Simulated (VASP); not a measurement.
Input of a VASP 6.6.1 run:

INCAR

```
SYSTEM = Be2Se
PREC     = Accurate       ! precision mode
ENCUT    = 600            ! plane-wave cutoff, eV
EDIFF    = 1E-7           ! SCF threshold, eV
ISMEAR   = 0              ! smearing method
SIGMA    = 0.2            ! smearing width, eV
LREAL    = .FALSE.        ! projectors in reciprocal space
LASPH    = .TRUE.         ! aspherical terms in the spheres
NELM     = 60             ! most SCF steps
ALGO     = Normal         ! electronic algorithm
ISIF     = 3              ! what is computed and relaxed
LWAVE    = .FALSE.        ! write WAVECAR
LCHARG   = .FALSE.        ! write CHGCAR
GGA      = PE             ! functional
IBRION   = 2              ! ionic algorithm
NSW      = 36             ! ionic steps
EDIFFG   = -0.08          ! ionic threshold
```

The input KPOINTS:

```
regular mesh
0
G
  5 5 2
  0 0 0
```

POSCAR

```
Be2Se
1.0
    3.5500000000      0.0000000000      0.0000000000
    0.0000000000      3.5500000000      0.0000000000
    0.0000000000      0.0000000000      9.9000000000
Be Se
6 3
Direct
    0.5000000000      0.0000000000      0.6180000000
    0.0000000000      0.0000000000      0.5000000000
    0.0000000000      0.5000000000      0.3820000000
    0.5000000000      0.5000000000      0.5000000000
    0.5000000000      0.0000000000      0.1280000000
    0.0000000000      0.5000000000      0.8720000000
    0.5000000000      0.5000000000      0.7430000000
    0.5000000000      0.5000000000      0.2570000000
    0.0000000000      0.0000000000      0.0000000000
```

Potentials or basis: VASP PAW PBE potentials, release 64 (Be, Se).

Launch:

```bash
$ cat potpaw_PBE.64/Be/POTCAR potpaw_PBE.64/Se/POTCAR > POTCAR
$ mpirun -np 1 vasp_std > vasp.out
```

(1) What does it give for the space group after relaxing (to 0.05 Å)?

(2) Estimate the relaxed volume.

## Answers

(1) P-4m2 (No. 115).

(2) 15.03 Å³/atom.
